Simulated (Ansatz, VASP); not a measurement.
## HPt6: VASP beside Ansatz

```
Pt H
1.0
     5.61458    0.00000    0.00000
    -2.80729    4.86237    0.00000
     0.00000    0.00000   22.61974
Pt H
12 2
Direct
  0.33333 0.16667 0.17684
  0.33333 0.66667 0.17684
  0.83333 0.16667 0.17684
  0.83333 0.66667 0.17684
  0.16667 0.33333 0.27896
  0.16667 0.83333 0.27896
  0.66667 0.33333 0.27896
  0.66667 0.83333 0.27896
  0.00000 0.00000 0.38107
  0.00000 0.50000 0.38107
  0.50000 0.00000 0.38107
  0.50000 0.50000 0.38107
  0.21658 0.43316 0.49602
  0.28342 0.56684 0.49602
```

Alike in both runs: task single point; functional PBE; k mesh 6 × 6 × 1; occupations gaussian, width 0.1 eV; no spin polarisation.

|  | VASP | Ansatz |
| --- | --- | --- |
| version | VASP 6.6.1 | Ansatz 0.2.0 |
| potentials or method | VASP PAW PBE potentials, release 64 (Pt, H), cutoff 520 eV | scalar-relativistic, plane waves, PAW |
| valence electrons in the cell | 122 | 218 |

|  | VASP | Ansatz | Ansatz less VASP |
| --- | --- | --- | --- |
| gap on the k mesh at the Fermi level (eV) | none | none | - |
| rms of the force components (eV/Å) | 1.089 | 1.082 | -0.0077 |

Atom by atom the forces differ by 0.012 eV/Å (rms over components). A gap of «none» marks a metal or a gap that the smearing closes. VASP's potentials hold 122 valence electrons a cell and Ansatz's 218, so a difference there can come from the potentials and not from the codes.

Spin-orbit coupling is off throughout.
